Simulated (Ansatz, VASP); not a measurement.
## AlN: VASP beside Ansatz

The input INCAR:

```
SYSTEM = AlN
ALGO     = Normal         ! electronic algorithm
EDIFF    = 1E-6           ! SCF threshold, eV
ENCUT    = 520            ! plane-wave cutoff, eV
GGA      = PS             ! functional
ISIF     = 2              ! what is computed and relaxed
ISMEAR   = 0              ! smearing method
LASPH    = .True.         ! aspherical terms in the spheres
LCHARG   = .False.        ! write CHGCAR
LREAL    = .False.        ! projectors in reciprocal space
LWAVE    = .False.        ! write WAVECAR
NBANDS   = 16             ! bands
NELM     = 60             ! most SCF steps
PREC     = Accurate       ! precision mode
SIGMA    = 0.05           ! smearing width, eV
```

File KPOINTS:

```
k-points
0
Gamma
  9 9 6
  0 0 0
```

The input POSCAR:

```
AlN
1.0
    3.2223000000      0.0000000000      0.0000000000
   -1.6111500000      2.7905936586      0.0000000000
    0.0000000000      0.0000000000      3.9342000000
Al N
2 2
Direct
    0.3333333333      0.6666666667      0.7500000000
    0.6666666667      0.3333333333      0.2500000000
    0.3333333333      0.6666666667      0.2500000000
    0.6666666667      0.3333333333      0.7500000000
```

Input for Ansatz:

```yaml
crystal:
  lattice:
    - [3.2223, 0.0, 0.0]
    - [-1.61115, 2.7905936586, 0.0]
    - [0.0, 0.0, 3.9342]
  atoms:
    - { symbol: Al, position: [0.3333333333, 0.6666666667, 0.75] }
    - { symbol: Al, position: [0.6666666667, 0.3333333333, 0.25] }
    - { symbol: "N", position: [0.3333333333, 0.6666666667, 0.25] }
    - { symbol: "N", position: [0.6666666667, 0.3333333333, 0.75] }
basis:
  ecutwfc: 520.0
kpoints:
  mp_grid: { grid: [9, 9, 6] }
hamiltonian:
  xc: pbesol
scf:
  occupations: { method: gaussian, width: 0.05 }
output:
  forces: true
  stress: true
  eigenvalues: true
```

Alike in both runs: task single point; functional PBEsol; k mesh 9 × 9 × 6; occupations gaussian, width 0.05 eV; no spin polarisation.

|  | VASP | Ansatz |
| --- | --- | --- |
| version | VASP 6.6.1 | Ansatz 0.2.0 |
| potentials or method | VASP PAW PBE potentials, release 64 (Al, N), cutoff 520 eV | scalar-relativistic, plane waves, PAW |
| valence electrons in the cell | 16 | 16 |

|  | VASP | Ansatz | Ansatz less VASP |
| --- | --- | --- | --- |
| gap on the k mesh at the Fermi level (eV) | 4.09 | 4.08 | -0.015 |
| least direct gap on the mesh (eV) | 4.09 | 4.08 | -0.015 |
| pressure (GPa) | 25.7 | 25.7 | -0.06 |
| traceless stress, the component that is largest in VASP (GPa) | 3.89 | 3.92 | +0.029 |

VASP's potentials were made for PBE, not for PBEsol.
